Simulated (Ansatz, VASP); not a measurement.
# One calculation of Cd, two programs

INCAR

```
PREC     = Accurate       # precision mode
ENCUT    = 520            # plane-wave cutoff, eV
EDIFF    = 1E-7           # SCF threshold, eV
ISMEAR   = 0              # smearing method
SIGMA    = 0.1            # smearing width, eV
LREAL    = False          # projectors in reciprocal space
LASPH    = True           # aspherical terms in the spheres
NELM     = 100            # most SCF steps
ALGO     = Normal         # electronic algorithm
ISIF     = 2              # what is computed and relaxed
LWAVE    = False          # write WAVECAR
LCHARG   = False          # write CHGCAR
GGA      = PE             # functional
NBANDS   = 19             # bands
```

KPOINTS

```
regular mesh
0
Gamma
  14 14 6
```

POSCAR

```
Cd
1.0
    3.0975507888     -0.0148943625      0.0094132371
   -1.5616742907      2.6829104609     -0.0124717542
    0.0177517740     -0.0169091265      5.8753877820
Cd
2
Direct
    0.4149815511      0.7427623244      0.2649920340
    0.5850184489      0.2572376756      0.7350079660
```

Input for Ansatz:

```yaml
crystal:
  lattice:
    - [3.0975507888, -0.0148943625, 0.0094132371]
    - [-1.5616742907, 2.6829104609, -0.0124717542]
    - [0.017751774, -0.0169091265, 5.875387782]
  atoms:
    - { symbol: Cd, position: [0.4149815511, 0.7427623244, 0.264992034] }
    - { symbol: Cd, position: [0.5850184489, 0.2572376756, 0.735007966] }
basis:
  ecutwfc: 420
kpoints:
  mp_grid: { grid: [14, 14, 6] }
hamiltonian:
  xc: pbe
scf:
  occupations: { method: gaussian, width: 0.1 }
output:
  forces: true
  stress: true
  eigenvalues: true
```

Change from the starting cell: all atoms moved at random, cell strained at random.

Alike in both runs: task single point; functional PBE; k mesh 14 × 14 × 6; occupations gaussian, width 0.1 eV; no spin polarisation.

|  | VASP | Ansatz |
| --- | --- | --- |
| version | VASP 6.6.1 | Ansatz 0.2.0 |
| potentials or method | VASP PAW PBE potentials, release 64 (Cd), cutoff 520 eV | scalar-relativistic, plane waves, PAW |
| valence electrons in the cell | 24 | 40 |

```tsv
	VASP	Ansatz	Ansatz less VASP
gap on the k mesh at the Fermi level (eV)	none	none	-
pressure (GPa)	-1.2	-1.4	-0.21
traceless stress, the component that is largest in VASP (GPa)	-1.25	-1.30	-0.047
rms of the force components (eV/Å)	0.156	0.151	-0.0040
```

Atom by atom the forces differ by 0.004 eV/Å (rms over components). A gap of «none» marks a metal or a gap that the smearing closes. The functional is the same, so the differences come from potentials, cutoffs and numerics. VASP's potentials hold 24 valence electrons a cell and Ansatz's 40, so a difference there can come from the potentials and not from the codes.
